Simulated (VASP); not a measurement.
A run of VASP 6.6.1:

INCAR

```
SYSTEM = CdTe
ALGO = Normal
DIPOL = 0.5 0.5 0.500
EDIFF = 1E-6
ENCUT = 520
IDIPOL = 3
ISIF = 2
ISMEAR = -1
LASPH = .TRUE.
LCHARG = .TRUE.
LDIPOL = .TRUE.
LELF = .TRUE.
LREAL = .FALSE.
LVACPOTAV = .TRUE.
LVHAR = .TRUE.
LWAVE = .FALSE.
NBANDS = 36
NELM = 60
PREC = Accurate
SIGMA = 0.02
```

File KPOINTS:

```
k-points
0
G
  7 5 1
  0 0 0
```

File POSCAR:

```
CdTe
1.0
    4.5307043190      0.0000000000      0.0000000000
    0.0000000000      6.4073834950      0.0000000000
    0.0000000000      0.0000000000     20.5307000000
Cd Te
3 3
Direct
    0.2500000000      0.1250000000      0.3896602571
    0.7500000000      0.6250000000      0.5000000000
    0.2500000000      0.1250000000      0.6103397429
    0.7500000000      0.8750000000      0.3896602571
    0.2500000000      0.3750000000      0.5000000000
    0.7500000000      0.8750000000      0.6103397429
```

Potentials or basis: VASP PAW LDA potentials, release 64 (Cd, Te).

Command:

```bash
$ cat potpaw_LDA.64/Cd/POTCAR potpaw_LDA.64/Te/POTCAR > POTCAR
$ mpirun -np 1 vasp_std > vasp.out
```

Hardware: 1 thread of Intel(R) Xeon(R) 6975P-C (Granite Rapids), on a shared host.

Task: How long does it take, and how much memory?

Result: Run time: 2.9 min on 1 thread of Intel(R) Xeon(R) 6975P-C (Granite Rapids), on a shared host, peak memory 0.54 GiB. Counts: scf iterations 20, k points 12.
